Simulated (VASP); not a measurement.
# ZrB2 (scan) (P6/mmm) in VASP: further runs

Runs on ZrB2 (scan). Level: r2SCAN. Tasks: single point.

Program: VASP 6.6.1. These are calculated values, not measurements. Logs are shortened: lines on timing, memory, paths and dates and some standing lists are left out, and cuts for length are marked.

## (1) The cell of the first run

Symmetry: P6/mmm, No. 191, hexagonal system. The conventional cell has a = 3.168 Å, b = 3.168 Å, c = 3.552 Å, α = 90.00°, β = 90.00°, γ = 120.00°. Zr (site symmetry 6/mmm) has 12 B at 2.55 Å and 6 Zr at 3.17 Å within 3.4 Å. Within 2.4 Å of B (site symmetry -6m2) lie 3 B at 1.83 Å.

## (2) Single point, r2SCAN

Input file POSCAR:

```
ZrB2
1.0
    3.1675246600      0.0000000000      0.0000000000
   -1.5837623300      2.7431568200      0.0000000000
    0.0000000000      0.0000000000      3.5523880600
Zr B
1 2
Direct
    0.0000000000      0.0000000000      0.0000000000
    0.3333333300      0.6666666700      0.5000000000
    0.6666666700      0.3333333300      0.5000000000
```

Input file INCAR.step1:

```
PREC     = Accurate       # precision mode
ENCUT    = 520            # plane-wave cutoff, eV
ISMEAR   = 0              # smearing method
SIGMA    = 0.1            # smearing width, eV
LREAL    = False          # projectors in reciprocal space
LASPH    = True           # aspherical terms in the spheres
NELM     = 60             # most SCF steps
NBANDS   = 16             # bands
GGA      = PE             # functional
ALGO     = Normal         # electronic algorithm
EDIFF    = 1E-4           # SCF threshold, eV
LWAVE    = True           # write WAVECAR
LCHARG   = False          # write CHGCAR
```

Input file INCAR.step2:

```
PREC     = Accurate       # precision mode
ENCUT    = 520            # plane-wave cutoff, eV
EDIFF    = 1E-6           # SCF threshold, eV
ISMEAR   = 0              # smearing method
SIGMA    = 0.1            # smearing width, eV
LREAL    = False          # projectors in reciprocal space
LASPH    = True           # aspherical terms in the spheres
NELM     = 60             # most SCF steps
ALGO     = Normal         # electronic algorithm
ISIF     = 2              # what is computed and relaxed
LWAVE    = False          # write WAVECAR
LCHARG   = False          # write CHGCAR
METAGGA  = R2SCAN         # meta-GGA
LMIXTAU  = True         
NBANDS   = 16             # bands
ISTART   = 1
```

Input file KPOINTS:

```
Automatic mesh
0
Gamma
  6 6 6
```

Potentials or basis: VASP PAW PBE potentials, release 64 (Zr_sv, B).

Started as:

```sh
cat potpaw_PBE.64/Zr_sv/POTCAR potpaw_PBE.64/B/POTCAR > POTCAR
cp INCAR.step1 INCAR
mpirun -np 1 vasp_std > vasp.out
cp INCAR.step2 INCAR
mpirun -np 1 vasp_std > vasp.out
```

OUTCAR:

```text
PREC = Accurate
   ENCUT = 520
   EDIFF = 1E-6
   ISMEAR = 0
   LREAL = False
   LASPH = True
   NELM = 60
   ISIF = 2
   METAGGA = R2SCAN
   ISTART = 1

 ion  position               nearest neighbor table
   1  0.000  0.000  0.000-   2 2.55   3 2.55   2 2.55   3 2.55   2 2.55   2 2.55   3 2.55   3 2.55
                             3 2.55   3 2.55   2 2.55   2 2.55
   2  0.333  0.667  0.500-   3 1.83   3 1.83   3 1.83   1 2.55   1 2.55   1 2.55   1 2.55   1 2.55
                             1 2.55
   3  0.667  0.333  0.500-   2 1.83   2 1.83   2 1.83   1 2.55   1 2.55   1 2.55   1 2.55   1 2.55
                             1 2.55

  LATTYP: Found a hexagonal cell.
 ALAT       =     3.1675246600
 C/A-ratio  =     1.1215028899

  Lattice vectors:

 A1 = (   3.1675246600,   0.0000000000,   0.0000000000)
 A2 = (  -1.5837623300,   2.7431568200,   0.0000000000)
 A3 = (   0.0000000000,   0.0000000000,   3.5523880600)

Analysis of symmetry for initial positions (statically):
=====================================================================
 Subroutine PRICEL returns:
 Original cell was already a primitive cell.

 Routine SETGRP: Setting up the symmetry group for a
 hexagonal supercell.

 Subroutine GETGRP returns: Found 24 space group operations
 (whereof 24 operations were pure point group operations)
 out of a pool of 24 trial point group operations.

The static configuration has the point symmetry D_6h.

Analysis of symmetry for dynamics (positions and initial velocities):
=====================================================================
 Subroutine PRICEL returns:
 Original cell was already a primitive cell.

 Routine SETGRP: Setting up the symmetry group for a
 hexagonal supercell.

 Subroutine GETGRP returns: Found 24 space group operations
 (whereof 24 operations were pure point group operations)
 out of a pool of 24 trial point group operations.

The dynamic configuration has the point symmetry D_6h.

 Subroutine INISYM returns: Found 24 space group operations
 (whereof 24 operations are pure point group operations),
 and found     1 'primitive' translations

----------------------------------------------------------------------------------------

                                     Primitive cell

  volume of cell :      30.8668

  direct lattice vectors                    reciprocal lattice vectors
     3.167524660  0.000000000  0.000000000     0.315703935  0.182271752  0.000000000
    -1.583762330  2.743156820  0.000000000     0.000000000  0.364543504  0.000000000
     0.000000000  0.000000000  3.552388060     0.000000000  0.000000000  0.281500777

  length of vectors
     3.167524660  3.167524658  3.552388060     0.364543504  0.364543504  0.281500777

  position of ions in fractional coordinates (direct lattice)
     0.000000000  0.000000000  0.000000000
     0.333333330  0.666666670  0.500000000
     0.666666670  0.333333330  0.500000000

  ion indices of the primitive-cell ions
   primitive index   ion index
                 1           1
                 2           2
                 3           3

----------------------------------------------------------------------------------------

 KPOINTS: Automatic mesh

Automatic generation of k-mesh.
 Grid dimensions read from file:
 generate k-points for:    6    6    6

 Generating k-lattice:

  Cartesian coordinates                     Fractional coordinates (reciprocal lattice)
     0.052617323  0.030378625  0.000000000     0.166666667 -0.000000000  0.000000000
     0.000000000  0.060757251  0.000000000     0.000000000  0.166666667  0.000000000
     0.000000000  0.000000000  0.046916796     0.000000000  0.000000000  0.166666667

  Length of vectors
     0.060757251  0.060757251  0.046916796

  Shift w.r.t. Gamma in fractional coordinates (k-lattice)
     0.000000000  0.000000000  0.000000000

 Subroutine IBZKPT returns following result:
 ===========================================

 Found     28 irreducible k-points:

 Following reciprocal coordinates:
            Coordinates               Weight
  0.000000  0.000000  0.000000      1.000000
  0.166667  0.000000  0.000000      6.000000
  0.333333 -0.000000  0.000000      6.000000
  0.500000  0.000000  0.000000      3.000000
  0.166667  0.166667  0.000000      6.000000
  0.333333  0.166667  0.000000     12.000000
[... 16 lines left out ...]
  0.166667  0.000000  0.500000      6.000000
  0.333333 -0.000000  0.500000      6.000000
 [... further k-points ...]
   k-points           NKPTS =     28   k-points in BZ     NKDIM =     28   number of bands    NBANDS=     16
   number of dos      NEDOS =    301   number of ions     NIONS =      3
   total plane-waves  NPLWV =  16128
   dimension x,y,z NGX =    24 NGY =   24 NGZ =   28
   dimension x,y,z NGXF=    48 NGYF=   48 NGZF=   56
   ions per type =               1   2
   NGX,Y,Z   is equivalent  to a cutoff of  12.60, 12.60, 13.10 a.u.
   NGXF,Y,Z  is equivalent  to a cutoff of  25.19, 25.19, 26.21 a.u.
 SYSTEM =  unknown system
   PREC   = accura    normal or accurate (medium, high low for compatibility)
   ISTART =      1    job   : 0-new  1-cont  2-samecut
   ICHARG =      0    charge: 1-file 2-atom 10-const
   ISPIN  =      1    spin polarized calculation?
   LNONCOLLINEAR =      F non collinear calculations
   LSORBIT =      F    spin-orbit coupling
   LASPH  =      T    aspherical Exc in radial PAW
   ENCUT  =  520.0 eV  38.22 Ry    6.18 a.u.   5.89  5.89  6.61*2*pi/ulx,y,z
   NELM   =     60;   NELMIN=  2; NELMDL=  0     # of ELM steps
   EDIFF  = 0.1E-05   stopping-criterion for ELM
   LREAL  =      F    real-space projection
   EDIFFG = 0.1E-04   stopping-criterion for IOM
   NSW    =      0    number of steps for IOM
   IBRION =     -1    ionic relax: 0-MD 1-quasi-New 2-CG
   NFREE  =      0    steps in history (QN), initial steepest desc. (CG)
   ISIF   =      2    stress and relaxation
   ISYM   =      2    0-nonsym 1-usesym 2-fastsym
   POTIM  = 0.5000    time-step for ionic-motion
   TEBEG  =    0.0;   TEEND  =   0.0 temperature during run
   PSTRESS=    0.0 pullay stress
   NELECT =      18.0000    total number of electrons
   NUPDOWN=      -1.0000    fix difference up-down
   EMIN   =  10.00;   EMAX   =-10.00  energy-range for DOS
   EFERMI =   0.00;   METHOD = LEGACY
   ISMEAR =     0;   SIGMA  =   0.10  broadening in eV -4-tet -1-fermi 0-gaus
   EFERMI_NEDOS =   21; number of points for ismear=-14 and -15
   IALGO  =     38    algorithm
   IMIX   =      4    mixing-type and parameters
     AMIX     =   0.40;   BMIX     =  1.00
     AMIX_MAG =   1.60;   BMIX_MAG =  1.00
  volume/ion in A,a.u.               =      10.29        69.43
  Fermi-wavevector in a.u.,A,eV,Ry     =   1.367735  2.584645 25.452408  1.870699
  Thomas-Fermi vector in A             =   2.493761
   LORBIT       =      0    0 simple, 1 ext, 2 COOP (PROOUT), +10 PAW based schemes
   METAGGA = R2SCAN    functional components
   LHFCALC =     F    Hartree Fock is set to
   AEXX    =    0.0000 exact exchange contribution
   IVDW    =     0    specifies the selected vdW correction
   LEPSILON=     F    determine dielectric tensor
   LRPA    =     F    only Hartree local field effects (RPA)
 non-spin polarized calculation
 Gauss-broadening in eV      SIGMA  =   0.10
  energy-cutoff  :      520.00
  volume of cell :       30.87
 maximum number of plane-waves:       852
 NGX is ok and might be reduce to    24
   NGX = 11   NGY = 11   NGZ = 13

 number of electron      18.0000000 magnetization

 Free energy of the ion-electron system (eV)
  ---------------------------------------------------
  ext. energy  EPLUGINS =         0.00000000
  ---------------------------------------------------
  free energy    TOTEN  =       -40.58274550 eV

  energy without entropy =      -40.57810613  energy(sigma->0) =      -40.58042582

 E-fermi :  10.2030     XC(G=0): -13.3528

 val. band max:       10.0925914218   @ k =   0.1667   0.1667   0.1667
 cond. band min:      10.2647959792   @ k =   0.3333   0.1667   0.0000
 fundamental gap:      0.1722045574
 Fermi energy:        10.2030146485

 k-point     1 :       0.0000    0.0000    0.0000
  band No.  band energies     occupation
      1     -39.8234      2.00000
      2     -17.3361      2.00000
      3     -16.7305      2.00000
      4     -16.7305      2.00000
      5      -3.0320      2.00000
      6       7.8673      2.00000
[... 8 lines left out ...]
     15      15.9635      0.00000
     16      15.9635      0.00000

 k-point     2 :       0.1667    0.0000    0.0000
  band No.  band energies     occupation
      1     -39.7924      2.00000
      2     -17.2901      2.00000
      3     -16.9926      2.00000
      4     -16.7870      2.00000
      5      -2.4595      2.00000
      6       6.3440      2.00000
[... 8 lines left out ...]
     15      17.7839      0.00000
     16      17.8314      0.00000

 k-point     3 :       0.3333   -0.0000    0.0000
  band No.  band energies     occupation
      1     -39.7296      2.00000
      2     -17.4854      2.00000
      3     -17.1968      2.00000
      4     -16.8978      2.00000
      5      -0.9398      2.00000
      6       3.7405      2.00000
[... 8 lines left out ...]
     15      19.2469      0.00000
     16      20.9439      0.00000

 k-point     4 :       0.5000    0.0000    0.0000
  band No.  band energies     occupation
      1     -39.6979      2.00000
      2     -17.7185      2.00000
      3     -17.1494      2.00000
      4     -16.9522      2.00000
      5       1.0649      2.00000
      6       1.3625      2.00000
[... 8 lines left out ...]
     15      18.6536      0.00000
     16      21.0089      0.00000
[... 324 lines left out ...]
 k-point    22 :       0.0000    0.0000    0.5000
  band No.  band energies     occupation
      1     -39.8042      2.00000
      2     -17.7022      2.00000
      3     -16.7048      2.00000
      4     -16.7048      2.00000
      5      -0.9999      2.00000
      6       3.1900      2.00000
[... 8 lines left out ...]
     15      18.0666      0.00000
     16      21.9397      0.00000

 k-point    23 :       0.1667    0.0000    0.5000
  band No.  band energies     occupation
      1     -39.7736      2.00000
      2     -17.6373      2.00000
      3     -16.9539      2.00000
      4     -16.7580      2.00000
      5      -0.8609      2.00000
      6       3.9959      2.00000
[... 8 lines left out ...]
     15      19.1338      0.00000
     16      21.1567      0.00000

 k-point    24 :       0.3333   -0.0000    0.5000
  band No.  band energies     occupation
      1     -39.7118      2.00000
      2     -17.5046      2.00000
      3     -17.4258      2.00000
      4     -16.8624      2.00000
      5      -0.4352      2.00000
      6       4.2642      2.00000
[... 8 lines left out ...]
     15      19.4695      0.00000
     16      22.9169      0.00000

 [... further k-points ...]

------------------------ aborting loop because EDIFF is reached ----------------------------------------

  FORCE on cell =-STRESS in cart. coord.  units (eV):
  Direction    XX          YY          ZZ          XY          YZ          ZX
  --------------------------------------------------------------------------------------
  -------------------------------------------------------------------------------------
  Total        0.1505442      0.1505442     -0.1648596      0.0000000      0.0000000      0.0000000
  in kB        7.8141805      7.8141805     -8.5572407      0.0000000      0.0000000      0.0000000
  external PRESSURE =       2.3570401 kB  Pullay stress =       0.0000000 kB

 VOLUME and BASIS-vectors are now :
 -----------------------------------------------------------------------------
  energy-cutoff  :      520.00
  volume of cell :       30.87
      direct lattice vectors                 reciprocal lattice vectors
     3.167524660  0.000000000  0.000000000     0.315703935  0.182271752  0.000000000
    -1.583762330  2.743156820  0.000000000     0.000000000  0.364543504  0.000000000
     0.000000000  0.000000000  3.552388060     0.000000000  0.000000000  0.281500777

 POSITION                                       TOTAL-FORCE (eV/Angst)
 -----------------------------------------------------------------------------------
      0.00000      0.00000      0.00000         0.000000     -0.000000     -0.000000
     -0.00000      1.82877      1.77619         0.000000      0.000000     -0.000000
      1.58376      0.91439      1.77619        -0.000000     -0.000000      0.000000
 -----------------------------------------------------------------------------------
    total drift:                                0.000000     -0.000000     -0.000000

  FREE ENERGIE OF THE ION-ELECTRON SYSTEM (eV)
  ---------------------------------------------------
  free  energy   TOTEN  =       -40.5827455030 eV

  energy  without entropy=      -40.5781061280  energy(sigma->0) =      -40.58042582
```

Wall time 40 s (1 thread of Intel Xeon Platinum 8375C at 2.90GHz (Ice Lake), shared host); peak memory 0.15 GiB.

Results:

| Property | Result |
| --- | --- |
| Free energy | -40.5827 eV |
| Pressure | 0.2 GPa |
| Band gap on the k mesh | zero (band 9 reaches 11.46 eV, above the bottom of band 10 at 10.26 eV) |

Stress tensor (GPa, compression positive):
```
 0.78  0.00  0.00
 0.00  0.78  0.00
 0.00  0.00 -0.86
```

Caveat: the k points lie up to 0.38 Å⁻¹ apart; the PAW data sets were made with another functional, which shifts forces and pressure a little.

(Part 1 of 2 ends here.)
